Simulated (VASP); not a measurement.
# CdSe (P1) in VASP: single point with r2SCAN

Aim: the single point of CdSe with r2SCAN.

Everything below comes from runs of VASP 6.6.1. Logs are shortened: lines on timing, memory, paths and dates and some standing lists are left out, and cuts for length are marked.

### Step 1. The cell of the first run

The typed cell holds 4 atoms: a = 4.291 Å, b = 4.229 Å, c = 7.037 Å, α = 91.04°, β = 91.77°, γ = 59.72°.

### Step 2. Single point, r2SCAN

The input, POSCAR:

```
CdSe
1.0
    2.1517390000      3.7116320000     -0.0664520000
   -2.0904920000      3.6762720000     -0.0386250000
   -0.0454140000     -0.0990070000      7.0359650000
Cd Se
2 2
Direct
    0.6535370000      0.6833500000      0.0030860000
    0.3269430000      0.3526030000      0.4907170000
    0.6617350000      0.6782100000      0.3783860000
    0.3341450000      0.3232600000      0.8714580000
```

The input, INCAR.step1:

```
SYSTEM = CdSe
ALGO = Normal
EDIFF = 1E-4
ENCUT = 520
GGA = PE
ISMEAR = -1
LASPH = .TRUE.
LCHARG = .FALSE.
LREAL = .FALSE.
LWAVE = .TRUE.
NBANDS = 26
NELM = 60
PREC = Accurate
SIGMA = 0.1
```

The input, INCAR.step2:

```
SYSTEM = CdSe
ALGO = Normal
EDIFF = 1E-6
ENCUT = 520
ISIF = 2
ISMEAR = -1
ISTART = 1
LASPH = .TRUE.
LCHARG = .FALSE.
LMIXTAU = .TRUE.
LREAL = .FALSE.
LWAVE = .FALSE.
METAGGA = R2SCAN
NBANDS = 26
NELM = 60
PREC = Accurate
SIGMA = 0.1
```

The input, KPOINTS:

```
Automatic mesh
0
Gamma
  5 5 3
  0.5 0 0
```

Potentials or basis: VASP PAW PBE potentials, release 64 (Cd, Se).

Command:

```bash
cat potpaw_PBE.64/Cd/POTCAR potpaw_PBE.64/Se/POTCAR > POTCAR
cp INCAR.step1 INCAR
mpirun -np 1 vasp_std > vasp.out
cp INCAR.step2 INCAR
mpirun -np 1 vasp_std > vasp.out
```

OUTCAR:

```text
SYSTEM = CdSe
   EDIFF = 1E-6
   ENCUT = 520
   ISIF = 2
   ISMEAR = -1
   ISTART = 1
   LASPH = .TRUE.
   LREAL = .FALSE.
   METAGGA = R2SCAN
   NELM = 60
   PREC = Accurate

 ion  position               nearest neighbor table
   1  0.654  0.683  0.003-   4 2.52   3 2.64   4 2.65   4 2.71
   2  0.327  0.353  0.491-   3 2.57   3 2.58   3 2.59   4 2.68
   3  0.662  0.678  0.378-   2 2.57   2 2.58   2 2.59   1 2.64
   4  0.334  0.323  0.871-   1 2.52   1 2.65   2 2.68   1 2.71

  LATTYP: Found a triclinic cell.
 ALAT       =     4.2907585222
 B/A-ratio  =     0.9887458369
 C/A-ratio  =     1.6399916397
 COS(alpha) =     0.0131290499
 COS(beta)  =     0.0308926911
 COS(gamma) =     0.5087653896

  Lattice vectors:

 A1 = (   2.1517390000,   3.7116320000,  -0.0664520000)
 A2 = (   4.2422310000,   0.0353600000,  -0.0278270000)
 A3 = (   0.0454140000,   0.0990070000,  -7.0359650000)

Analysis of symmetry for initial positions (statically):
=====================================================================
 Subroutine PRICEL returns:
 Original cell was already a primitive cell.

 Routine SETGRP: Setting up the symmetry group for a
 triclinic supercell.

 Subroutine GETGRP returns: Found  1 space group operations
 (whereof  1 operations were pure point group operations)
 out of a pool of  2 trial point group operations.

The static configuration has the point symmetry C_1 .

Analysis of symmetry for dynamics (positions and initial velocities):
=====================================================================
 Subroutine PRICEL returns:
 Original cell was already a primitive cell.

 Routine SETGRP: Setting up the symmetry group for a
 triclinic supercell.

 Subroutine GETGRP returns: Found  1 space group operations
 (whereof  1 operations were pure point group operations)
 out of a pool of  2 trial point group operations.

The dynamic configuration has the point symmetry C_1 .

 Subroutine INISYM returns: Found  1 space group operations
 (whereof  1 operations are pure point group operations),
 and found     1 'primitive' translations

----------------------------------------------------------------------------------------

                                     Primitive cell

  volume of cell :     110.2236

  direct lattice vectors                    reciprocal lattice vectors
     2.151739000  3.711632000 -0.066452000     0.234634859  0.133459475  0.003392446
    -2.090492000  3.676272000 -0.038625000    -0.236867019  0.137325796  0.000403518
    -0.045414000 -0.099007000  7.035965000     0.000915719  0.002014345  0.142161171

  length of vectors
     4.290758522  4.229258151  7.036808104     0.269956399  0.273796497  0.142178390

  position of ions in fractional coordinates (direct lattice)
     0.653537000  0.683350000  0.003086000
     0.326943000  0.352603000  0.490717000
     0.661735000  0.678210000  0.378386000
     0.334145000  0.323260000  0.871458000

  ion indices of the primitive-cell ions
   primitive index   ion index
                 1           1
                 2           2
                 3           3
                 4           4

----------------------------------------------------------------------------------------

 KPOINTS: Automatic mesh

Automatic generation of k-mesh.
 Grid dimensions read from file:
 generate k-points for:    5    5    3

 Generating k-lattice:

  Cartesian coordinates                     Fractional coordinates (reciprocal lattice)
     0.046926972  0.026691895  0.000678489     0.200000000 -0.000000000  0.000000000
    -0.047373404  0.027465159  0.000080704    -0.000000000  0.200000000  0.000000000
     0.000305240  0.000671448  0.047387057     0.000000000 -0.000000000  0.333333333

  Length of vectors
     0.053991280  0.054759299  0.047392797

  Shift w.r.t. Gamma in fractional coordinates (k-lattice)
     0.500000000  0.000000000  0.000000000

 Subroutine IBZKPT returns following result:
 ===========================================

 Found     38 irreducible k-points:

 Following reciprocal coordinates:
            Coordinates               Weight
  0.100000  0.000000 -0.000000      2.000000
  0.300000  0.000000  0.000000      2.000000
  0.500000 -0.000000  0.000000      1.000000
  0.100000  0.200000  0.000000      2.000000
  0.300000  0.200000  0.000000      2.000000
  0.500000  0.200000  0.000000      2.000000
[... 16 lines left out ...]
 -0.100000  0.200000  0.333333      2.000000
  0.100000  0.400000  0.333333      2.000000
 [... further k-points ...]
   k-points           NKPTS =     38   k-points in BZ     NKDIM =     38   number of bands    NBANDS=     26
   number of dos      NEDOS =    301   number of ions     NIONS =      4
   total plane-waves  NPLWV =  55296
   dimension x,y,z NGX =    32 NGY =   32 NGZ =   54
   dimension x,y,z NGXF=    64 NGYF=   64 NGZF=  108
   ions per type =               2   2
   NGX,Y,Z   is equivalent  to a cutoff of  12.40, 12.58, 12.76 a.u.
   NGXF,Y,Z  is equivalent  to a cutoff of  24.80, 25.16, 25.52 a.u.
 SYSTEM =  CdSe
   PREC   = accura    normal or accurate (medium, high low for compatibility)
   ISTART =      1    job   : 0-new  1-cont  2-samecut
   ICHARG =      0    charge: 1-file 2-atom 10-const
   ISPIN  =      1    spin polarized calculation?
   LNONCOLLINEAR =      F non collinear calculations
   LSORBIT =      F    spin-orbit coupling
   LASPH  =      T    aspherical Exc in radial PAW
   ENCUT  =  520.0 eV  38.22 Ry    6.18 a.u.   7.98  7.86 13.08*2*pi/ulx,y,z
   NELM   =     60;   NELMIN=  2; NELMDL=  0     # of ELM steps
   EDIFF  = 0.1E-05   stopping-criterion for ELM
   LREAL  =      F    real-space projection
   EDIFFG = 0.1E-04   stopping-criterion for IOM
   NSW    =      0    number of steps for IOM
   IBRION =     -1    ionic relax: 0-MD 1-quasi-New 2-CG
   NFREE  =      0    steps in history (QN), initial steepest desc. (CG)
   ISIF   =      2    stress and relaxation
   ISYM   =      2    0-nonsym 1-usesym 2-fastsym
   POTIM  = 0.5000    time-step for ionic-motion
   TEBEG  =    0.0;   TEEND  =   0.0 temperature during run
   PSTRESS=    0.0 pullay stress
   NELECT =      36.0000    total number of electrons
   NUPDOWN=      -1.0000    fix difference up-down
   EMIN   =  10.00;   EMAX   =-10.00  energy-range for DOS
   EFERMI =   0.00;   METHOD = LEGACY
   ISMEAR =    -1;   SIGMA  =   0.10  broadening in eV -4-tet -1-fermi 0-gaus
   EFERMI_NEDOS =   21; number of points for ismear=-14 and -15
   IALGO  =     38    algorithm
   IMIX   =      4    mixing-type and parameters
     AMIX     =   0.40;   BMIX     =  1.00
     AMIX_MAG =   1.60;   BMIX_MAG =  1.00
  volume/ion in A,a.u.               =      27.56       185.96
  Fermi-wavevector in a.u.,A,eV,Ry     =   1.127416  2.130507 17.293910  1.271067
  Thomas-Fermi vector in A             =   2.264102
   LORBIT       =      0    0 simple, 1 ext, 2 COOP (PROOUT), +10 PAW based schemes
   METAGGA = R2SCAN    functional components
   LHFCALC =     F    Hartree Fock is set to
   AEXX    =    0.0000 exact exchange contribution
   IVDW    =     0    specifies the selected vdW correction
   LEPSILON=     F    determine dielectric tensor
   LRPA    =     F    only Hartree local field effects (RPA)
 non-spin polarized calculation
  energy-cutoff  :      520.00
  volume of cell :      110.22
 maximum number of plane-waves:      2986
   NGX = 15   NGY = 15   NGZ = 27

 number of electron      36.0000006 magnetization

 Free energy of the ion-electron system (eV)
  ---------------------------------------------------
  ext. energy  EPLUGINS =         0.00000000
  ---------------------------------------------------
  free energy    TOTEN  =       -71.70963061 eV

  energy without entropy =      -71.70961705  energy(sigma->0) =      -71.70962383

 E-fermi :   1.7486     XC(G=0):  -9.5208

 val. band max:        0.7888298633   @ k =   0.1000   0.0000  -0.0000
 cond. band min:       2.6536419816   @ k =   0.1000   0.0000  -0.0000
 fundamental gap:      1.8648121184
 Fermi energy:         1.7486031383

 k-point     1 :       0.1000    0.0000   -0.0000
  band No.  band energies     occupation
      1     -12.3793      2.00000
      2     -11.8795      2.00000
      3      -7.5010      2.00000
      4      -7.4881      2.00000
      5      -7.4077      2.00000
      6      -7.3070      2.00000
[... 18 lines left out ...]
     25       8.7578      0.00000
     26       8.8627      0.00000

 k-point     2 :       0.3000    0.0000    0.0000
  band No.  band energies     occupation
      1     -12.1866      2.00000
      2     -11.7781      2.00000
      3      -7.4050      2.00000
      4      -7.3831      2.00000
      5      -7.2754      2.00000
      6      -7.2335      2.00000
[... 18 lines left out ...]
     25       9.1182      0.00000
     26       9.3542      0.00000

 k-point     3 :       0.5000   -0.0000    0.0000
  band No.  band energies     occupation
      1     -12.0612      2.00000
      2     -11.7190      2.00000
      3      -7.3656      2.00000
      4      -7.3514      2.00000
      5      -7.1984      2.00000
      6      -7.1641      2.00000
[... 18 lines left out ...]
     25       9.2541      0.00000
     26      11.1633      0.00000

 k-point     4 :       0.1000    0.2000    0.0000
  band No.  band energies     occupation
      1     -12.3183      2.00000
      2     -11.8438      2.00000
      3      -7.4790      2.00000
      4      -7.4355      2.00000
      5      -7.3755      2.00000
      6      -7.2714      2.00000
[... 18 lines left out ...]
     25       8.6903      0.00000
     26       9.0802      0.00000
[... 496 lines left out ...]
      1     -12.0458      2.00000
      2     -11.7168      2.00000
      3      -7.3532      2.00000
      4      -7.3025      2.00000
      5      -7.2484      2.00000
      6      -7.1929      2.00000
[... 18 lines left out ...]
     25       9.2094      0.00000
     26       9.6848      0.00000

 k-point    23 :      -0.1000    0.2000    0.3333
  band No.  band energies     occupation
      1     -12.1821      2.00000
      2     -11.8205      2.00000
      3      -7.4184      2.00000
      4      -7.3918      2.00000
      5      -7.2823      2.00000
      6      -7.2154      2.00000
[... 18 lines left out ...]
     25       8.7656      0.00000
     26       9.2084      0.00000

 k-point    24 :       0.1000    0.4000    0.3333
  band No.  band energies     occupation
      1     -12.0941      2.00000
      2     -11.7478      2.00000
      3      -7.3840      2.00000
      4      -7.3430      2.00000
      5      -7.2312      2.00000
      6      -7.1472      2.00000
[... 18 lines left out ...]
     25       9.0822      0.00000
     26       9.7126      0.00000

 [... further k-points ...]

------------------------ aborting loop because EDIFF is reached ----------------------------------------

  FORCE on cell =-STRESS in cart. coord.  units (eV):
  Direction    XX          YY          ZZ          XY          YZ          ZX
  --------------------------------------------------------------------------------------
  -------------------------------------------------------------------------------------
  Total        3.1062988      2.2919062      1.1957296     -0.9621460      0.0246672      0.7346345
  in kB       45.1522344     33.3144664     17.3807699    -13.9854683      0.3585555     10.6784279
  external PRESSURE =      31.9491569 kB  Pullay stress =       0.0000000 kB

 VOLUME and BASIS-vectors are now :
 -----------------------------------------------------------------------------
  energy-cutoff  :      520.00
  volume of cell :      110.22
      direct lattice vectors                 reciprocal lattice vectors
     2.151739000  3.711632000 -0.066452000     0.234634859  0.133459475  0.003392446
    -2.090492000  3.676272000 -0.038625000    -0.236867019  0.137325796  0.000403518
    -0.045414000 -0.099007000  7.035965000     0.000915719  0.002014345  0.142161171

 POSITION                                       TOTAL-FORCE (eV/Angst)
 -----------------------------------------------------------------------------------
     -0.02244      4.93756     -0.04811         0.675957     -0.251422     -0.005284
     -0.05590      2.46117      3.41732         0.068287      0.039065      0.458972
     -0.01110      4.91194      2.59214        -0.015114     -0.071306     -0.307735
      0.00364      2.34233      6.09686        -0.729130      0.283663     -0.145953
 -----------------------------------------------------------------------------------
    total drift:                                0.000522     -0.000226      0.000173

  FREE ENERGIE OF THE ION-ELECTRON SYSTEM (eV)
  ---------------------------------------------------
  free  energy   TOTEN  =       -71.7096306134 eV

  energy  without entropy=      -71.7096170473  energy(sigma->0) =      -71.70962383
```

It took 3.3 min on 1 thread of Intel Xeon Platinum 8375C at 2.90GHz (Ice Lake), shared host; peak memory 0.3 GiB.

Results:

| Quantity | Value |
| --- | --- |
| Free energy | -71.7096 eV |
| Pressure | 3.2 GPa |
| Largest force | 0.796 eV/Å |
| Band gap on the k mesh | 1.86 eV, direct |

Forces on the atoms (eV/Å):
```
Cd   0.676 -0.251 -0.005
Cd   0.068  0.039  0.459
Se  -0.015 -0.071 -0.308
Se  -0.729  0.284 -0.146
```

Caveat: the PAW data sets were made with another functional, which shifts forces and pressure a little. r2SCAN opens gaps a little over a GGA but as a rule still falls short of measured ones.
